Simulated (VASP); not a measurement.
Here is a VASP 6.6.1 calculation.

INCAR

```
SYSTEM = Ti3Al
  PREC = Accurate
  ENCUT = 520
  EDIFF = 1E-6
  ISMEAR = -1
  SIGMA = 0.05
  LREAL = .FALSE.
  LASPH = .TRUE.
  NELM = 100
  ALGO = Fast
  ISIF = 2
  LWAVE = .FALSE.
  LCHARG = .FALSE.
  NBANDS = 28
```

The input KPOINTS:

```
regular mesh
0
G
  10 10 3
  0 0 0
```

The input POSCAR:

```
Ti3Al
1.0
    2.8879759913      0.0000000000      0.0000000000
   -1.4439879956      2.5010605740      0.0000000000
    0.0000000000      0.0000000000      9.1016661466
Ti Al
3 1
Direct
    0.3333333333      0.6666666667      0.2494060000
    0.3333333333      0.6666666667      0.7505940000
    0.6666666667      0.3333333333      0.0000000000
    0.6666666667      0.3333333333      0.5000000000
```

Potentials or basis: VASP PAW LDA potentials, release 64 (Ti_sv, Al).

Run with:

```bash
$ cat potpaw_LDA.64/Ti_sv/POTCAR potpaw_LDA.64/Al/POTCAR > POTCAR
$ mpirun -np 1 vasp_std > vasp.out
```

Q: What does it give for the largest force?

A: 0.121 eV/Å.

Q: Estimate the pressure.

A: -2.8 GPa.

Stress tensor (GPa, compression positive):
```
-3.03  0.00  0.00
 0.00 -3.03  0.00
 0.00  0.00 -2.44
```
